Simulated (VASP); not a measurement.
Input of a VASP 6.6.1 run:

File INCAR:

```
SYSTEM = MoH3
PREC = Accurate
ENCUT = 600
EDIFF = 1E-6
ISMEAR = 0
SIGMA = 0.1
LREAL = .False.
LASPH = .True.
NELM = 80
ALGO = Normal
ISIF = 3
LWAVE = .False.
LCHARG = .False.
GGA = PE
IBRION = 2
NSW = 80
EDIFFG = -0.001
```

File KPOINTS:

```
regular mesh
0
Gamma
  10 8 8
  0 0 0
```

Contents of POSCAR:

```
MoH3
1.0
    2.9835826180      0.0019994709     -0.0040312689
   -0.0496579069      4.3650815413     -0.0061827223
   -0.4408594364     -1.9943272110      4.2211002653
H Mo
6 2
Direct
    0.1017889032      0.3790631206      0.0785390139
    0.1049552523      0.9152675027      0.3046723316
    0.7660246416      0.6378121153      0.6953551242
    0.4061257087      0.7587018462      0.9674326430
    0.7057801917      0.0717269676      0.6925486460
    0.5726542901      0.2426999015      0.3021375581
    0.2317340926      0.3369854180      0.6550002218
    0.6109369196      0.6577431276      0.3043144616
```

Potentials or basis: VASP PAW PBE potentials, release 64 (H, Mo_sv).

Run with:

```sh
$ cat potpaw_PBE.64/H/POTCAR potpaw_PBE.64/Mo_sv/POTCAR > POTCAR
$ mpirun -np 1 vasp_std > vasp.out
```

Question: What does it give for the space group after relaxing (to 0.1 Å)?

Answer: P1 (No. 1).

Question: Predict the band gap on the k mesh.

Answer: Zero (bands 17 and 18 overlap by 1.38 eV).

Final structure:
```xyz
8
Lattice="2.9843 0.0032 -0.0070 -0.0479 4.3639 -0.0049 -0.4459 -1.9928 4.2230" Properties=species:S:1:pos:R:3 pbc="T T T"
H     0.2502    1.5000    0.3282
H     0.1321    3.3887    1.2789
H     1.9442    1.3988    2.9307
H     0.7437    1.3848    4.0779
H     1.7966   -1.0657    2.9200
H     1.5627    0.4571    1.2719
Mo    0.3846    0.1659    2.7614
Mo    1.6554    2.2660    1.2786
```
